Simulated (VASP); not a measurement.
# WSe2 (P6_3/mmc) in VASP: a series of runs

The runs below take WSe2 through single point, relaxation of cell and atoms, with PBE, PBE+U.

All numbers are computed with VASP 6.6.1; they aren't measurements. Logs are shortened: lines on timing, memory, paths and dates and some standing lists are left out, and cuts for length are marked.

## 1. The cell of the first run

The structure is hexagonal, space group P6_3/mmc (No. 194). The conventional cell has a = 3.321 Å, b = 3.321 Å, c = 15.044 Å, α = 90.00°, β = 90.00°, γ = 120.00°. W (site symmetry -6m2) has 6 Se at 2.55 Å and 6 W at 3.32 Å within 3.4 Å. Within 3.4 Å of Se (site symmetry 3m) lie 3 W at 2.55 Å and 7 Se at 3.32 to 3.36 Å.

## 2. Single point, PBE

INCAR

```
SYSTEM = WSe2
ALGO     = Normal         ! electronic algorithm
EDIFF    = 1E-6           ! SCF threshold, eV
ENCUT    = 500            ! plane-wave cutoff, eV
GGA      = PE             ! functional
GGA_COMPAT= .False.      
ISIF     = 2              ! what is computed and relaxed
ISMEAR   = 0              ! smearing method
LASPH    = .True.         ! aspherical terms in the spheres
LCHARG   = .True.         ! write CHGCAR
LELF     = .True.         ! ELF
LREAL    = .False.        ! projectors in reciprocal space
LVHAR    = .True.       
LWAVE    = .False.        ! write WAVECAR
NBANDS   = 35             ! bands
NELM     = 120            ! most SCF steps
PREC     = Accurate       ! precision mode
SIGMA    = 0.02           ! smearing width, eV
```

KPOINTS

```
k-points
0
Gamma
  12 12 2
  0 0 0
```

POSCAR

```
WSe2
1.0
    3.3209866959      0.0000000000      0.0000000000
   -1.6604933480      2.8760588443      0.0000000000
    0.0000000000      0.0000000000     15.0438377397
W Se
2 4
Direct
    0.6666666667      0.3333333333      0.7500000000
    0.3333333333      0.6666666667      0.2500000000
    0.3333333333      0.6666666667      0.8615429960
    0.6666666667      0.3333333333      0.3615429960
    0.3333333333      0.6666666667      0.6384570040
    0.6666666667      0.3333333333      0.1384570040
```

Potentials or basis: VASP PAW PBE potentials, release 64 (W_sv, Se).

Started as:

```console
$ cat potpaw_PBE.64/W_sv/POTCAR potpaw_PBE.64/Se/POTCAR > POTCAR
$ mpirun -np 1 vasp_std > vasp.out
```

OUTCAR:

```text
SYSTEM = WSe2
   EDIFF = 1E-6
   ENCUT = 500
   GGA = PE
   ISIF = 2
   ISMEAR = 0
   LASPH = .True.
   LREAL = .False.
   NELM = 120
   PREC = Accurate

 ion  position               nearest neighbor table
   1  0.667  0.333  0.750-   3 2.55   5 2.55   3 2.55   5 2.55   3 2.55   5 2.55
   2  0.333  0.667  0.250-   4 2.55   6 2.55   4 2.55   6 2.55   4 2.55   6 2.55
   3  0.333  0.667  0.862-   1 2.55   1 2.55   1 2.55
   4  0.667  0.333  0.362-   2 2.55   2 2.55   2 2.55
   5  0.333  0.667  0.638-   1 2.55   1 2.55   1 2.55
   6  0.667  0.333  0.138-   2 2.55   2 2.55   2 2.55

  LATTYP: Found a hexagonal cell.
 ALAT       =     3.3209866959
 C/A-ratio  =     4.5299301434

  Lattice vectors:

 A1 = (   3.3209866959,   0.0000000000,   0.0000000000)
 A2 = (  -1.6604933480,   2.8760588443,   0.0000000000)
 A3 = (   0.0000000000,   0.0000000000,  15.0438377397)

Analysis of symmetry for initial positions (statically):
=====================================================================
 Subroutine PRICEL returns:
 Original cell was already a primitive cell.

 Routine SETGRP: Setting up the symmetry group for a
 hexagonal supercell.

 Subroutine GETGRP returns: Found 24 space group operations
 (whereof 12 operations were pure point group operations)
 out of a pool of 24 trial point group operations.

The static configuration has the point symmetry D_3d.
 The point group associated with its full space group is D_6h.

Analysis of symmetry for dynamics (positions and initial velocities):
=====================================================================
 Subroutine PRICEL returns:
 Original cell was already a primitive cell.

 Routine SETGRP: Setting up the symmetry group for a
 hexagonal supercell.

 Subroutine GETGRP returns: Found 24 space group operations
 (whereof 12 operations were pure point group operations)
 out of a pool of 24 trial point group operations.

The dynamic configuration has the point symmetry D_3d.
 The point group associated with its full space group is D_6h.

 Subroutine INISYM returns: Found 24 space group operations
 (whereof 12 operations are pure point group operations),
 and found     1 'primitive' translations

----------------------------------------------------------------------------------------

                                     Primitive cell

  volume of cell :     143.6890

  direct lattice vectors                    reciprocal lattice vectors
     3.320986696  0.000000000  0.000000000     0.301115329  0.173849016  0.000000000
    -1.660493348  2.876058844  0.000000000     0.000000000  0.347698032  0.000000000
     0.000000000  0.000000000 15.043837740     0.000000000  0.000000000  0.066472400

  length of vectors
     3.320986696  3.320986696 15.043837740     0.347698032  0.347698032  0.066472400

  position of ions in fractional coordinates (direct lattice)
     0.666666667  0.333333333  0.750000000
     0.333333333  0.666666667  0.250000000
     0.333333333  0.666666667  0.861542996
     0.666666667  0.333333333  0.361542996
     0.333333333  0.666666667  0.638457004
     0.666666667  0.333333333  0.138457004

  ion indices of the primitive-cell ions
   primitive index   ion index
                 1           1
                 2           2
                 3           3
                 4           4
                 5           5
                 6           6

----------------------------------------------------------------------------------------

 KPOINTS: k-points

Automatic generation of k-mesh.
 Grid dimensions read from file:
 generate k-points for:   12   12    2

 Generating k-lattice:

  Cartesian coordinates                     Fractional coordinates (reciprocal lattice)
     0.025092944  0.014487418  0.000000000     0.083333333  0.000000000  0.000000000
     0.000000000  0.028974836  0.000000000     0.000000000  0.083333333  0.000000000
     0.000000000  0.000000000  0.033236200     0.000000000  0.000000000  0.500000000

  Length of vectors
     0.028974836  0.028974836  0.033236200

  Shift w.r.t. Gamma in fractional coordinates (k-lattice)
     0.000000000  0.000000000  0.000000000

 Subroutine IBZKPT returns following result:
 ===========================================

 Found     38 irreducible k-points:

 Following reciprocal coordinates:
            Coordinates               Weight
  0.000000  0.000000  0.000000      1.000000
  0.083333  0.000000  0.000000      6.000000
  0.166667  0.000000  0.000000      6.000000
  0.250000  0.000000  0.000000      6.000000
  0.333333  0.000000  0.000000      6.000000
  0.416667 -0.000000  0.000000      6.000000
[... 16 lines left out ...]
  0.250000  0.000000  0.500000      6.000000
  0.333333  0.000000  0.500000      6.000000
 [... further k-points ...]
   k-points           NKPTS =     38   k-points in BZ     NKDIM =     38   number of bands    NBANDS=     35
   number of dos      NEDOS =    301   number of ions     NIONS =      6
   total plane-waves  NPLWV =  64512
   dimension x,y,z NGX =    24 NGY =   24 NGZ =  112
   dimension x,y,z NGXF=    48 NGYF=   48 NGZF=  224
   ions per type =               2   4
   NGX,Y,Z   is equivalent  to a cutoff of  12.01, 12.01, 12.38 a.u.
   NGXF,Y,Z  is equivalent  to a cutoff of  24.03, 24.03, 24.75 a.u.
 SYSTEM =  WSe2
   PREC   = accura    normal or accurate (medium, high low for compatibility)
   ISTART =      0    job   : 0-new  1-cont  2-samecut
   ICHARG =      2    charge: 1-file 2-atom 10-const
   ISPIN  =      1    spin polarized calculation?
   LNONCOLLINEAR =      F non collinear calculations
   LSORBIT =      F    spin-orbit coupling
   LASPH  =      T    aspherical Exc in radial PAW
   ENCUT  =  500.0 eV  36.75 Ry    6.06 a.u.   6.05  6.05 27.43*2*pi/ulx,y,z
   NELM   =    120;   NELMIN=  2; NELMDL= -5     # of ELM steps
   EDIFF  = 0.1E-05   stopping-criterion for ELM
   LREAL  =      F    real-space projection
   EDIFFG = 0.1E-04   stopping-criterion for IOM
   NSW    =      0    number of steps for IOM
   IBRION =     -1    ionic relax: 0-MD 1-quasi-New 2-CG
   NFREE  =      0    steps in history (QN), initial steepest desc. (CG)
   ISIF   =      2    stress and relaxation
   ISYM   =      2    0-nonsym 1-usesym 2-fastsym
   POTIM  = 0.5000    time-step for ionic-motion
   TEBEG  =    0.0;   TEEND  =   0.0 temperature during run
   PSTRESS=    0.0 pullay stress
   NELECT =      52.0000    total number of electrons
   NUPDOWN=      -1.0000    fix difference up-down
   EMIN   =  10.00;   EMAX   =-10.00  energy-range for DOS
   EFERMI =   0.00;   METHOD = LEGACY
   ISMEAR =     0;   SIGMA  =   0.02  broadening in eV -4-tet -1-fermi 0-gaus
   EFERMI_NEDOS =   21; number of points for ismear=-14 and -15
   IALGO  =     38    algorithm
   IMIX   =      4    mixing-type and parameters
     AMIX     =   0.40;   BMIX     =  1.00
     AMIX_MAG =   1.60;   BMIX_MAG =  1.00
  volume/ion in A,a.u.               =      23.95       161.61
  Fermi-wavevector in a.u.,A,eV,Ry     =   1.166634  2.204619 18.518015  1.361036
  Thomas-Fermi vector in A             =   2.303145
   LORBIT       =      0    0 simple, 1 ext, 2 COOP (PROOUT), +10 PAW based schemes
   GGA     = PE    functional components
   LHFCALC =     F    Hartree Fock is set to
   AEXX    =    0.0000 exact exchange contribution
   IVDW    =     0    specifies the selected vdW correction
   LEPSILON=     F    determine dielectric tensor
   LRPA    =     F    only Hartree local field effects (RPA)
 non-spin polarized calculation
 Gauss-broadening in eV      SIGMA  =   0.02
  energy-cutoff  :      500.00
  volume of cell :      143.69
 maximum number of plane-waves:      3688
   NGX = 13   NGY = 13   NGZ = 55

 number of electron      51.9999987 magnetization

 Free energy of the ion-electron system (eV)
  ---------------------------------------------------
  ext. energy  EPLUGINS =         0.00000000
  ---------------------------------------------------
  free energy    TOTEN  =       -43.25596421 eV

  energy without entropy =      -43.25596421  energy(sigma->0) =      -43.25596421

 E-fermi :   4.3799     XC(G=0):  -9.6160

 val. band max:        4.2881217894   @ k =   0.3333   0.3333   0.0000
 cond. band min:       5.7448674978   @ k =   0.1667   0.1667   0.0000
 fundamental gap:      1.4567457084
 Fermi energy:         4.3798980077

 k-point     1 :       0.0000    0.0000    0.0000
  band No.  band energies     occupation
      1     -69.8176      2.00000
      2     -69.8176      2.00000
      3     -34.0364      2.00000
      4     -34.0364      2.00000
      5     -33.9351      2.00000
      6     -33.9351      2.00000
[... 27 lines left out ...]
     34       7.3413      0.00000
     35       8.5836      0.00000

 k-point     2 :       0.0833    0.0000    0.0000
  band No.  band energies     occupation
      1     -69.8171      2.00000
      2     -69.8170      2.00000
      3     -34.0338      2.00000
      4     -34.0338      2.00000
      5     -33.9492      2.00000
      6     -33.9492      2.00000
[... 27 lines left out ...]
     34       7.3444      0.00000
     35       9.1568      0.00000

 k-point     3 :       0.1667    0.0000    0.0000
  band No.  band energies     occupation
      1     -69.8155      2.00000
      2     -69.8154      2.00000
      3     -34.0265      2.00000
      4     -34.0265      2.00000
      5     -33.9876      2.00000
      6     -33.9876      2.00000
[... 27 lines left out ...]
     34       7.7512      0.00000
     35       9.9003      0.00000
[... 723 lines left out ...]
 k-point    23 :       0.2500    0.0000    0.5000
  band No.  band energies     occupation
      1     -69.8132      2.00000
      2     -69.8132      2.00000
      3     -34.0396      2.00000
      4     -34.0396      2.00000
      5     -34.0165      2.00000
      6     -34.0165      2.00000
[... 27 lines left out ...]
     34       8.1359      0.00000
     35      10.5526      0.00000

 k-point    24 :       0.3333    0.0000    0.5000
  band No.  band energies     occupation
      1     -69.8110      2.00000
      2     -69.8110      2.00000
      3     -34.0911      2.00000
      4     -34.0911      2.00000
      5     -34.0066      2.00000
      6     -34.0066      2.00000
[... 27 lines left out ...]
     34       8.4151      0.00000
     35      10.1936      0.00000

 [... further k-points ...]

------------------------ aborting loop because EDIFF is reached ----------------------------------------

  FORCE on cell =-STRESS in cart. coord.  units (eV):
  Direction    XX          YY          ZZ          XY          YZ          ZX
  --------------------------------------------------------------------------------------
  -------------------------------------------------------------------------------------
  Total        0.1904741      0.1904741      0.3121944     -0.0000000     -0.0000000      0.0000000
  in kB        2.1238452      2.1238452      3.4810647     -0.0000000     -0.0000000      0.0000000
  external PRESSURE =       2.5762517 kB  Pullay stress =       0.0000000 kB

 VOLUME and BASIS-vectors are now :
 -----------------------------------------------------------------------------
  energy-cutoff  :      500.00
  volume of cell :      143.69
      direct lattice vectors                 reciprocal lattice vectors
     3.320986696  0.000000000  0.000000000     0.301115329  0.173849016  0.000000000
    -1.660493348  2.876058844  0.000000000     0.000000000  0.347698032  0.000000000
     0.000000000  0.000000000 15.043837740     0.000000000  0.000000000  0.066472400

 POSITION                                       TOTAL-FORCE (eV/Angst)
 -----------------------------------------------------------------------------------
      1.66049      0.95869     11.28288        -0.000000      0.000000      0.000000
     -0.00000      1.91737      3.76096        -0.000000     -0.000000      0.000000
     -0.00000      1.91737     12.96091         0.000000     -0.000000      0.045407
      1.66049      0.95869      5.43899        -0.000000      0.000000      0.045407
     -0.00000      1.91737      9.60484         0.000000     -0.000000     -0.045407
      1.66049      0.95869      2.08292        -0.000000      0.000000     -0.045407
 -----------------------------------------------------------------------------------
    total drift:                                0.000000     -0.000000      0.000000

  FREE ENERGIE OF THE ION-ELECTRON SYSTEM (eV)
  ---------------------------------------------------
  free  energy   TOTEN  =       -43.2559642131 eV

  energy  without entropy=      -43.2559642131  energy(sigma->0) =      -43.25596421
```

Run time: 3.2 min. Hardware: 1 thread of Intel Xeon Platinum 8259CL at 2.50GHz (Skylake/Cascade Lake), shared host; peak memory 0.32 GiB.

Results:

- Free energy: -43.2560 eV
- Pressure: 0.3 GPa
- Largest force: 0.045 eV/Å
- Band gap on the k mesh: 1.46 eV (least direct gap 1.52 eV)

Forces on the atoms (eV/Å):
```
W    0.000  0.000  0.000
W    0.000  0.000  0.000
Se   0.000  0.000  0.045
Se   0.000  0.000  0.045
Se   0.000  0.000 -0.045
Se   0.000  0.000 -0.045
```

Caveat: spin-orbit coupling is left out, which moves the levels of the heavy elements; this functional lacks dispersion, which binds layers or chains, so the pressure and a relaxed spacing across them are unreliable. A k mesh can miss the band edges.

(Continued in part 2 of 2.)
